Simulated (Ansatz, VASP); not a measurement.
# AlN in VASP and in Ansatz

```
Al N
1.0
     0.00000    2.13941    2.13941
     2.13941    0.00000    2.13941
     2.13941    2.13941    0.00000
Al N
1 1
Direct
  0.00000 0.00000 0.00000
  0.25000 0.25000 0.25000
```

Alike in both runs: task single point; functional b88 exchange, pbe correlation; k mesh 10 × 10 × 10; occupations fermi-dirac, width 0.05 eV; no spin polarisation.

```csv
,VASP,Ansatz
version,VASP 6.6.1,Ansatz 0.2.0
potentials or method,"VASP PAW PBE potentials, release 64 (Al, N)",Ansatz PAW
plane-wave cutoff (eV),600,420
valence electrons in the cell,8,8
```

|  | VASP | Ansatz | Ansatz less VASP |
| --- | --- | --- | --- |
| gap on the k mesh at the Fermi level (eV) | 3.37 | 3.38 | +0.010 |
| least direct gap on the mesh (eV) | 4.77 | 4.75 | -0.018 |
| pressure (GPa) | 19.3 | 19.7 | +0.45 |

VASP's potentials were made for PBE, not for b88 exchange, pbe correlation. The functional is the same, so the differences come from potentials, cutoffs and numerics.
